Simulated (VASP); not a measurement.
Wanted: the native input for a VASP 6.6.1 run.

```
Task                   : single point
Functional             : PBE
Potentials or basis    : VASP PAW PBE potentials, release 64 (Ga_d, P)
Cutoff                 : 520 eV
k mesh                 : 5 × 5 × 5
Occupations            : fermi-dirac, width 0.03 eV
Spin                   : no spin polarisation
Dipole correction      : no
Further INCAR settings : ALGO = Normal; EDIFF = 1e-06; NBANDS = 16
```

The structure of GaP lies in POSCAR:

```
GaP
1.0
    3.4566600000      0.0000000000      0.0000000000
    0.0000000000      3.4566600000      0.0000000000
    0.0000000000      0.0000000000      2.8025600000
Ga P
1 1
Direct
    0.0000000000      0.0000000000      0.0000000000
    0.5000000000      0.5000000000      0.5000000000
```

The input as run:

INCAR

```
PREC     = Accurate       # precision mode
ENCUT    = 520            # plane-wave cutoff, eV
EDIFF    = 1E-6           # SCF threshold, eV
ISMEAR   = -1             # smearing method
SIGMA    = 0.03           # smearing width, eV
LREAL    = F              # projectors in reciprocal space
LASPH    = T              # aspherical terms in the spheres
NELM     = 60             # most SCF steps
ALGO     = Normal         # electronic algorithm
ISIF     = 2              # what is computed and relaxed
LWAVE    = F              # write WAVECAR
LCHARG   = T              # write CHGCAR
GGA      = PE             # functional
LELF     = T              # ELF
LVHAR    = T            
NBANDS   = 16             # bands
```

KPOINTS

```
Automatic mesh
0
Gamma
  5 5 5
```

Potentials or basis: VASP PAW PBE potentials, release 64 (Ga_d, P).

Launch:

```console
$ cat potpaw_PBE.64/Ga_d/POTCAR potpaw_PBE.64/P/POTCAR > POTCAR
$ mpirun -np 1 vasp_std > vasp.out
```

It gave:

- Pressure: 0.8 GPa
- Band gap on the k mesh: zero (band 9 reaches 9.05 eV, above the bottom of band 10 at 5.95 eV)

Caveat: the k points lie up to 0.45 Å⁻¹ apart.

It took 4.7 s on 1 thread of Intel(R) Xeon(R) 6975P-C (Granite Rapids) (shared host), peak memory 0.15 GiB.
